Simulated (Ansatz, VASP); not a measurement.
Two plane-wave programs on FeSi

```
CELL_PARAMETERS angstrom
4.40328 0.00000 0.00000
0.00000 4.40328 0.00000
0.00000 0.00000 4.40328
ATOMIC_POSITIONS crystal
Fe 0.13686 0.13686 0.13686
Fe 0.36314 0.86314 0.63686
Fe 0.63686 0.36314 0.86314
Fe 0.86314 0.63686 0.36314
Si 0.84099 0.84099 0.84099
Si 0.65901 0.15901 0.34099
Si 0.34099 0.65901 0.15901
Si 0.15901 0.34099 0.65901
```

Alike in both runs: task single point; functional PBEsol; k mesh 8 × 8 × 8; occupations gaussian, width 0.01 eV; no spin polarisation.

|  | VASP | Ansatz |
| --- | --- | --- |
| version | VASP 6.6.1 | Ansatz 0.2.0 |
| potentials or method | VASP PAW PBE potentials, release 64 (Fe, Si), cutoff 520 eV | scalar-relativistic, plane waves, PAW |
| valence electrons in the cell | 48 | 80 |

Ansatz gave:

| Property | Result |
| --- | --- |
| gap on the k mesh at the Fermi level (eV) | 0.15 |
| least direct gap on the mesh (eV) | 0.17 |

**Question.** Estimate VASP's values.

**Answer.** gap on the k mesh at the Fermi level (eV): 0.14; least direct gap on the mesh (eV): 0.16.

VASP's potentials were made for PBE, not for PBEsol. With one functional, cell and mesh, what is left measures potentials, basis and numerics. VASP's potentials hold 48 valence electrons a cell and Ansatz's 80, so a difference there can come from the potentials and not from the codes.
